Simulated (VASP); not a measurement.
Sn:

```
Sn
1.0
     0.00000    3.23334    3.23334
     3.23334    0.00000    3.23334
     3.23334    3.23334    0.00000
Sn
2
Direct
  0.00000 0.00000 0.00000
  0.25000 0.25000 0.25000
```

```yaml
Program: VASP 6.6.1
Task: relaxation of cell and atoms
Functional: r2SCAN
Potentials_or_basis: VASP PAW PBE potentials, release 64 (Sn_d)
Cutoff: 600 eV
k_mesh: 7 × 7 × 7
Occupations: methfessel-paxton, width 0.1 eV
Spin: no spin polarisation
```

At the start: pressure 2.2 GPa; volume 33.80 Å³/atom.

**Question.** How do energy, volume and symmetry change on relaxing?

**Answer.** Over 3 steps the energy falls by 10.5 meV/atom and the volume is 35.39 Å³/atom (+4.7 %); space group Fd-3m (No. 227, to 0.05 Å).

Step by step:
```
step  energy change (eV)  largest force (eV/Å)  pressure (GPa)  volume (Å³)
   1              0.0000                0.0000            2.23        67.61
   2             -0.0167                0.0000           -0.87        72.33
   3             -0.0211                0.0000            0.01        70.77
```

Final structure:
```
Sn
1.0
     0.00000    3.28309    3.28309
     3.28309    0.00000    3.28309
     3.28309    3.28309    0.00000
Sn
2
Cartesian
  0.0000 0.0000 0.0000
  1.6415 1.6415 1.6415
```

Caveat: the PAW data sets were made with another functional, which shifts forces and pressure a little.
